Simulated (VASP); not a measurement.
# SiO2 (P4_32_12) in VASP: a series of runs

The runs below take SiO2 through single point, with LDA.

Program: VASP 6.6.1. These are calculated values, not measurements. Logs are shortened: lines on timing, memory, paths and dates and some standing lists are left out, and cuts for length are marked.

### 1 The cell of the first run

The structure is tetragonal, space group P4_32_12 (No. 96). Conventional cell: a = 4.800 Å, b = 4.800 Å, c = 6.790 Å, α = 90.00°, β = 90.00°, γ = 90.00°. Within 2.1 Å of Si (site symmetry 2) lie 4 O at 1.61 Å. O (site symmetry 1) has 2 Si at 1.61 Å within 2.1 Å.

### 2 Single point, LDA (biaxial strain in the a-b plane: -3.0 %, then relaxed in part)

INCAR

```
ALGO = Normal
EDIFF = 1E-6
ENCUT = 520
ISIF = 2
ISMEAR = 0
LASPH = T
LCHARG = F
LREAL = F
LWAVE = F
NBANDS = 44
NELM = 100
PREC = Accurate
SIGMA = 0.02
```

KPOINTS

```
k-points
0
Gamma
  6 6 4
```

POSCAR

```
SiO2
1.0
    4.7998953558      0.0000000000      0.0000000000
    0.0000000000      4.7998953558      0.0000000000
    0.0000000000      0.0000000000      6.7904715085
Si O
4 8
Direct
    0.1844423047      0.1844423047      0.0000000000
    0.3155576953      0.6844423047      0.7500000000
    0.6844423047      0.3155576953      0.2500000000
    0.8155576953      0.8155576953      0.5000000000
    0.6367504331      0.7329035771      0.6920252027
    0.3632495669      0.2670964229      0.1920252027
    0.7329035771      0.6367504331      0.3079747973
    0.2329035771      0.8632495669      0.9420252027
    0.2670964229      0.3632495669      0.8079747973
    0.1367504331      0.7670964229      0.5579747973
    0.8632495669      0.2329035771      0.0579747973
    0.7670964229      0.1367504331      0.4420252027
```

Potentials or basis: VASP PAW LDA potentials, release 64 (Si, O).

Started as:

```console
cat potpaw_LDA.64/Si/POTCAR potpaw_LDA.64/O/POTCAR > POTCAR
mpirun -np 1 vasp_std > vasp.out
```

OUTCAR:

```text
EDIFF = 1E-6
   ENCUT = 520
   ISIF = 2
   ISMEAR = 0
   LASPH = T
   LREAL = F
   NELM = 100
   PREC = Accurate

 ion  position               nearest neighbor table
   1  0.184  0.184  0.000-   8 1.61  11 1.61   9 1.61   6 1.61   2 3.01   3 3.01   2 3.01   3 3.01

   2  0.316  0.684  0.750-   5 1.61   9 1.61   8 1.61  10 1.61   1 3.01   4 3.01   1 3.01   4 3.01

   3  0.684  0.316  0.250-   6 1.61   7 1.61  11 1.61  12 1.61   1 3.01   4 3.01   4 3.01   1 3.01

   4  0.816  0.816  0.500-  10 1.61  12 1.61   5 1.61   7 1.61   2 3.01   3 3.01   3 3.01   2 3.01

   5  0.637  0.733  0.692-   2 1.61   4 1.61
   6  0.363  0.267  0.192-   3 1.61   1 1.61
   7  0.733  0.637  0.308-   3 1.61   4 1.61
   8  0.233  0.863  0.942-   1 1.61   2 1.61
   9  0.267  0.363  0.808-   2 1.61   1 1.61
  10  0.137  0.767  0.558-   4 1.61   2 1.61
  11  0.863  0.233  0.058-   1 1.61   3 1.61
  12  0.767  0.137  0.442-   4 1.61   3 1.61

  LATTYP: Found a simple tetragonal cell.
 ALAT       =     4.7998953558
 C/A-ratio  =     1.4147124062

  Lattice vectors:

 A1 = (   4.7998953558,   0.0000000000,   0.0000000000)
 A2 = (   0.0000000000,   4.7998953558,   0.0000000000)
 A3 = (   0.0000000000,   0.0000000000,   6.7904715085)

Analysis of symmetry for initial positions (statically):
=====================================================================
 Subroutine PRICEL returns:
 Original cell was already a primitive cell.

 Routine SETGRP: Setting up the symmetry group for a
 simple tetragonal supercell.

 Subroutine GETGRP returns: Found  8 space group operations
 (whereof  2 operations were pure point group operations)
 out of a pool of 16 trial point group operations.

The static configuration has the point symmetry C_2 .
 The point group associated with its full space group is D_4 .

Analysis of symmetry for dynamics (positions and initial velocities):
=====================================================================
 Subroutine PRICEL returns:
 Original cell was already a primitive cell.

 Routine SETGRP: Setting up the symmetry group for a
 simple tetragonal supercell.

 Subroutine GETGRP returns: Found  8 space group operations
 (whereof  2 operations were pure point group operations)
 out of a pool of 16 trial point group operations.

The dynamic configuration has the point symmetry C_2 .
 The point group associated with its full space group is D_4 .

 Subroutine INISYM returns: Found  8 space group operations
 (whereof  2 operations are pure point group operations),
 and found     1 'primitive' translations

----------------------------------------------------------------------------------------

                                     Primitive cell

  volume of cell :     156.4456

  direct lattice vectors                    reciprocal lattice vectors
     4.799895356  0.000000000  0.000000000     0.208337875  0.000000000  0.000000000
     0.000000000  4.799895356  0.000000000     0.000000000  0.208337875  0.000000000
     0.000000000  0.000000000  6.790471508     0.000000000  0.000000000  0.147265179

  length of vectors
     4.799895356  4.799895356  6.790471508     0.208337875  0.208337875  0.147265179

  position of ions in fractional coordinates (direct lattice)
     0.184442305  0.184442305  0.000000000
     0.315557695  0.684442305  0.750000000
     0.684442305  0.315557695  0.250000000
     0.815557695  0.815557695  0.500000000
     0.636750433  0.732903577  0.692025203
     0.363249567  0.267096423  0.192025203
     0.732903577  0.636750433  0.307974797
     0.232903577  0.863249567  0.942025203
     0.267096423  0.363249567  0.807974797
     0.136750433  0.767096423  0.557974797
     0.863249567  0.232903577  0.057974797
     0.767096423  0.136750433  0.442025203

  ion indices of the primitive-cell ions
   primitive index   ion index
                 1           1
                 2           2
                 3           3
                 4           4
                 5           5
                 6           6
                 7           7
                 8           8
                 9           9
                10          10
                11          11
                12          12

----------------------------------------------------------------------------------------

 KPOINTS: k-points

Automatic generation of k-mesh.
 Grid dimensions read from file:
 generate k-points for:    6    6    4

 Generating k-lattice:

  Cartesian coordinates                     Fractional coordinates (reciprocal lattice)
     0.034722979  0.000000000  0.000000000     0.166666667  0.000000000  0.000000000
     0.000000000  0.034722979  0.000000000     0.000000000  0.166666667  0.000000000
     0.000000000  0.000000000  0.036816295     0.000000000  0.000000000  0.250000000

  Length of vectors
     0.034722979  0.034722979  0.036816295

  Shift w.r.t. Gamma in fractional coordinates (k-lattice)
     0.000000000  0.000000000  0.000000000

 Subroutine IBZKPT returns following result:
 ===========================================

 Found     30 irreducible k-points:

 Following reciprocal coordinates:
            Coordinates               Weight
  0.000000  0.000000  0.000000      1.000000
  0.166667  0.000000  0.000000      4.000000
  0.333333  0.000000  0.000000      4.000000
  0.500000  0.000000  0.000000      2.000000
  0.166667  0.166667  0.000000      4.000000
  0.333333  0.166667  0.000000      8.000000
[... 16 lines left out ...]
  0.333333  0.000000  0.500000      4.000000
  0.500000  0.000000  0.500000      2.000000
 [... further k-points ...]
   k-points           NKPTS =     30   k-points in BZ     NKDIM =     30   number of bands    NBANDS=     44
   number of dos      NEDOS =    301   number of ions     NIONS =     12
   total plane-waves  NPLWV =  69984
   dimension x,y,z NGX =    36 NGY =   36 NGZ =   54
   dimension x,y,z NGXF=    72 NGYF=   72 NGZF=  108
   ions per type =               4   8
   NGX,Y,Z   is equivalent  to a cutoff of  12.47, 12.47, 13.22 a.u.
   NGXF,Y,Z  is equivalent  to a cutoff of  24.94, 24.94, 26.44 a.u.
 SYSTEM =  unknown system
   PREC   = accura    normal or accurate (medium, high low for compatibility)
   ISTART =      0    job   : 0-new  1-cont  2-samecut
   ICHARG =      2    charge: 1-file 2-atom 10-const
   ISPIN  =      1    spin polarized calculation?
   LNONCOLLINEAR =      F non collinear calculations
   LSORBIT =      F    spin-orbit coupling
   LASPH  =      T    aspherical Exc in radial PAW
   ENCUT  =  520.0 eV  38.22 Ry    6.18 a.u.   8.92  8.92 12.63*2*pi/ulx,y,z
   NELM   =    100;   NELMIN=  2; NELMDL= -5     # of ELM steps
   EDIFF  = 0.1E-05   stopping-criterion for ELM
   LREAL  =      F    real-space projection
[... 7 lines left out ...]
   TEBEG  =    0.0;   TEEND  =   0.0 temperature during run
   PSTRESS=    0.0 pullay stress
   NELECT =      64.0000    total number of electrons
   NUPDOWN=      -1.0000    fix difference up-down
   EMIN   =  10.00;   EMAX   =-10.00  energy-range for DOS
   EFERMI =   0.00;   METHOD = LEGACY
   ISMEAR =     0;   SIGMA  =   0.02  broadening in eV -4-tet -1-fermi 0-gaus
   EFERMI_NEDOS =   21; number of points for ismear=-14 and -15
   IALGO  =     38    algorithm
   IMIX   =      4    mixing-type and parameters
     AMIX     =   0.40;   BMIX     =  1.00
     AMIX_MAG =   1.60;   BMIX_MAG =  1.00
  volume/ion in A,a.u.               =      13.04        87.98
  Fermi-wavevector in a.u.,A,eV,Ry     =   1.215291  2.296567 20.094887  1.476933
  Thomas-Fermi vector in A             =   2.350683
   LORBIT       =      0    0 simple, 1 ext, 2 COOP (PROOUT), +10 PAW based schemes
   GGA     = CA    functional components
   LHFCALC =     F    Hartree Fock is set to
   AEXX    =    0.0000 exact exchange contribution
   IVDW    =     0    specifies the selected vdW correction
   LEPSILON=     F    determine dielectric tensor
   LRPA    =     F    only Hartree local field effects (RPA)
 non-spin polarized calculation
 Gauss-broadening in eV      SIGMA  =   0.02
  energy-cutoff  :      520.00
  volume of cell :      156.45
 maximum number of plane-waves:      4296
 NGX is ok and might be reduce to    36
   NGX = 17   NGY = 17   NGZ = 25

 number of electron      63.9999984 magnetization

 Free energy of the ion-electron system (eV)
  ---------------------------------------------------
  ext. energy  EPLUGINS =         0.00000000
  ---------------------------------------------------
  free energy    TOTEN  =      -103.67902040 eV

  energy without entropy =     -103.67902040  energy(sigma->0) =     -103.67902040

 E-fermi :   0.6678     XC(G=0):  -9.5516

 val. band max:        0.5445453068   @ k =   0.0000   0.0000   0.0000
 cond. band min:       6.2434093202   @ k =   0.0000   0.0000   0.0000
 fundamental gap:      5.6988640135
 Fermi energy:         0.6677949716

 k-point     1 :       0.0000    0.0000    0.0000
  band No.  band energies     occupation
      1     -18.7735      2.00000
      2     -17.7993      2.00000
      3     -17.7993      2.00000
      4     -16.5895      2.00000
      5     -16.4263      2.00000
      6     -16.4263      2.00000
[... 36 lines left out ...]
     43      12.3453      0.00000
     44      12.5099      0.00000

 k-point     2 :       0.1667    0.0000    0.0000
  band No.  band energies     occupation
      1     -18.7067      2.00000
      2     -17.8533      2.00000
      3     -17.7226      2.00000
      4     -16.5939      2.00000
      5     -16.5456      2.00000
      6     -16.4598      2.00000
[... 36 lines left out ...]
     43      12.1433      0.00000
     44      12.2428      0.00000

 k-point     3 :       0.3333    0.0000    0.0000
  band No.  band energies     occupation
      1     -18.5214      2.00000
      2     -18.0177      2.00000
      3     -17.5046      2.00000
      4     -16.8309      2.00000
      5     -16.6005      2.00000
      6     -16.5395      2.00000
[... 36 lines left out ...]
     43      11.5875      0.00000
     44      12.1759      0.00000

 k-point     4 :       0.5000    0.0000    0.0000
  band No.  band energies     occupation
      1     -18.2657      2.00000
      2     -18.2657      2.00000
      3     -17.1839      2.00000
      4     -17.1839      2.00000
      5     -16.5899      2.00000
      6     -16.5899      2.00000
[... 882 lines left out ...]
     43      11.9097      0.00000
     44      11.9097      0.00000

 k-point    23 :       0.3333    0.0000    0.5000
  band No.  band energies     occupation
      1     -18.3295      2.00000
      2     -18.3295      2.00000
      3     -17.1411      2.00000
      4     -17.1411      2.00000
      5     -16.5382      2.00000
      6     -16.5382      2.00000
[... 36 lines left out ...]
     43      11.8589      0.00000
     44      11.8594      0.00000

 k-point    24 :       0.5000    0.0000    0.5000
  band No.  band energies     occupation
      1     -18.2553      2.00000
      2     -18.2553      2.00000
      3     -17.2200      2.00000
      4     -17.2200      2.00000
      5     -16.5638      2.00000
      6     -16.5638      2.00000
[... 36 lines left out ...]
     43      11.8476      0.00000
     44      12.0514      0.00000

 [... further k-points ...]

------------------------ aborting loop because EDIFF is reached ----------------------------------------

  FORCE on cell =-STRESS in cart. coord.  units (eV):
  Direction    XX          YY          ZZ          XY          YZ          ZX
  --------------------------------------------------------------------------------------
  -------------------------------------------------------------------------------------
  Total        2.2335278      2.2335278      0.6236905      0.0000000      0.0000000      0.0000000
  in kB       22.8738079     22.8738079      6.3872841      0.0000000      0.0000000      0.0000000
  external PRESSURE =      17.3783000 kB  Pullay stress =       0.0000000 kB

 VOLUME and BASIS-vectors are now :
 -----------------------------------------------------------------------------
  energy-cutoff  :      520.00
  volume of cell :      156.45
      direct lattice vectors                 reciprocal lattice vectors
     4.799895356  0.000000000  0.000000000     0.208337875  0.000000000  0.000000000
     0.000000000  4.799895356  0.000000000     0.000000000  0.208337875  0.000000000
     0.000000000  0.000000000  6.790471508     0.000000000  0.000000000  0.147265179

 POSITION                                       TOTAL-FORCE (eV/Angst)
 -----------------------------------------------------------------------------------
      0.88530      0.88530      0.00000        -0.021566     -0.021566     -0.000000
      1.51464      3.28525      5.09285         0.021566     -0.021566     -0.000000
      3.28525      1.51464      1.69762        -0.021566      0.021566     -0.000000
      3.91459      3.91459      3.39524         0.021566      0.021566     -0.000000
      3.05634      3.51786      4.69918         0.024510     -0.004411      0.025891
      1.74356      1.28203      1.30394        -0.024510      0.004411      0.025891
      3.51786      3.05634      2.09129        -0.004411      0.024510     -0.025891
      1.11791      4.14351      6.39680        -0.004411     -0.024510      0.025891
      1.28203      1.74356      5.48653         0.004411     -0.024510     -0.025891
      0.65639      3.68198      3.78891         0.024510      0.004411     -0.025891
      4.14351      1.11791      0.39368        -0.024510     -0.004411     -0.025891
      3.68198      0.65639      3.00156         0.004411      0.024510      0.025891
 -----------------------------------------------------------------------------------
    total drift:                                0.000000     -0.000000      0.000000

  FREE ENERGIE OF THE ION-ELECTRON SYSTEM (eV)
  ---------------------------------------------------
  free  energy   TOTEN  =      -103.6790203979 eV

  energy  without entropy=     -103.6790203979  energy(sigma->0) =     -103.67902040
```

Wall time 1.7 min (1 thread of AMD EPYC 9R45 (Zen 5), shared host); peak memory 0.26 GiB.

Results:

- Free energy: -103.6790 eV
- Pressure: 1.7 GPa
- Largest force: 0.036 eV/Å
- Band gap on the k mesh: 5.70 eV

Forces in eV/Å, atoms in the order of the input:
```
Si  -0.022 -0.022  0.000
Si   0.022 -0.022  0.000
Si  -0.022  0.022  0.000
Si   0.022  0.022  0.000
O    0.025 -0.004  0.026
O   -0.025  0.004  0.026
O   -0.004  0.025 -0.026
O   -0.004 -0.025  0.026
O    0.004 -0.025 -0.026
O    0.025  0.004 -0.026
O   -0.025 -0.004 -0.026
O    0.004  0.025  0.026
```

Caveat: the cell differs from its parent crystal (biaxial strain in the a-b plane: -3.0 %, then relaxed in part).

(Continued in part 2 of 2.)
